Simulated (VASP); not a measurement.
Set up this calculation in VASP 6.6.1, as the native input.

- Task: single point
- Functional: PBEsol
- Potentials or basis: VASP PAW PBE potentials, release 64 (Li_sv)
- Cutoff: 520 eV
- k mesh: 15 × 15 × 8
- Occupations: fermi-dirac, width 0.08 eV
- Spin: no spin polarisation
- Dipole correction: no
- Further INCAR settings: ALGO = Normal; EDIFF = 1e-06; NBANDS = 10

The structure of Li lies in POSCAR:

```
Li
1.0
    3.1110021516      0.0000000000      0.0000000000
   -1.5555010758      2.6942068945      0.0000000000
    0.0000000000      0.0000000000      5.1948600000
Li
2
Direct
    0.3333333333      0.6666666667      0.2500000000
    0.6666666667      0.3333333333      0.7500000000
```

This isn't the form of Li at room conditions, which is bcc.

This cell differs from its parent crystal: zz strain of +2 %.

These files were run (other wordings do the same):

INCAR

```
PREC     = Accurate       # precision mode
ENCUT    = 520            # plane-wave cutoff, eV
EDIFF    = 1E-6           # SCF threshold, eV
ISMEAR   = -1             # smearing method
SIGMA    = 0.08           # smearing width, eV
LREAL    = F              # projectors in reciprocal space
LASPH    = T              # aspherical terms in the spheres
NELM     = 100            # most SCF steps
ALGO     = Normal         # electronic algorithm
ISIF     = 2              # what is computed and relaxed
LWAVE    = F              # write WAVECAR
LCHARG   = T              # write CHGCAR
GGA      = PS             # functional
LELF     = T              # ELF
LVHAR    = T            
NBANDS   = 10             # bands
```

KPOINTS

```
Automatic mesh
0
Gamma
  15 15 8
```

Potentials or basis: VASP PAW PBE potentials, release 64 (Li_sv).

Launch:

```console
$ cat potpaw_PBE.64/Li_sv/POTCAR > POTCAR
$ mpirun -np 1 vasp_std > vasp.out
```

It gave:

```yaml
Band_gap_on_the_k_mesh: zero (bands 3 and 4 overlap by 4.55 eV)
```

Caveat: the cell differs from its parent crystal (zz strain of +2 %).

Run time: 17 s on 1 thread of Intel(R) Xeon(R) Platinum 8559C (Emerald Rapids), with other jobs on the host, peak memory 0.17 GiB.
